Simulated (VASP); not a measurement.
Wanted: the native input for a VASP 6.6.1 run.

- Task: single point
- Functional: PBE
- Potentials or basis: VASP PAW PBE potentials, release 64 (Si)
- Cutoff: 400 eV
- k mesh: 2 × 2 × 2
- Occupations: gaussian, width 0.05 eV
- Spin: no spin polarisation
- Dipole correction: no
- Further INCAR settings: ALGO = Normal; EDIFF = 1e-06; NBANDS = 48

The structure of Si (a cell with a defect) lies in POSCAR:

```
Si
1.0
    0.0000000000      5.4300000000      5.4300000000
    5.4300000000      0.0000000000      5.4300000000
    5.4300000000      5.4300000000      0.0000000000
Si
17
Direct
   -0.0002917127      0.0099565378     -0.0088359116
    0.1149620626      0.1280675875      0.1293926335
   -0.0199285451      0.0076758748      0.5048714549
    0.1189322284      0.1424324125      0.6202093923
   -0.0003099448      0.4996576427     -0.0087939227
    0.1352720074      0.6352659300      0.0946950276
    0.0100890424      0.5102912523      0.4696789134
    0.1188631676      0.6188546961      0.6202390424
    0.4853058932     -0.0147430939      0.0446856354
    0.6280786372      0.1280701657      0.1293994475
    0.5077724678      0.0080695212      0.5048674954
    0.6105750460      0.1103877532      0.6692485267
    0.5099878453      0.4997025783     -0.0088922652
    0.6280778085      0.6149238490      0.1294148250
    0.5076107735      0.4798879374      0.5048855433
    0.6422777164      0.6190318600      0.6201539595
    0.3516295580      0.8513336096      0.4463833333
```

The input as run:

INCAR

```
SYSTEM = Si
PREC = Accurate
ENCUT = 400
EDIFF = 1E-6
ISMEAR = 0
SIGMA = 0.05
LREAL = .False.
LASPH = .True.
NELM = 120
ALGO = Normal
ISIF = 2
LWAVE = .False.
LCHARG = .False.
GGA = PE
NBANDS = 48
GGA_COMPAT = .False.
```

KPOINTS

```
Automatic mesh
0
Gamma
  2 2 2
  0 0 0
```

Potentials or basis: VASP PAW PBE potentials, release 64 (Si).

Run with:

```console
$ cat potpaw_PBE.64/Si/POTCAR > POTCAR
$ mpirun -np 1 vasp_std > vasp.out
```

It gave:

```json
{
  "Pressure": "5.0 GPa",
  "Largest force": "0.499 eV/Å",
  "Band gap on the k mesh": "zero (band 34 reaches 6.86 eV, above the bottom of band 35 at 6.78 eV)"
}
```

Caveat: the k points lie up to 0.50 Å⁻¹ apart.

Wall time 2.2 min on 1 thread of Intel Xeon 6975P-C, with other jobs on the host, peak memory 0.34 GiB.
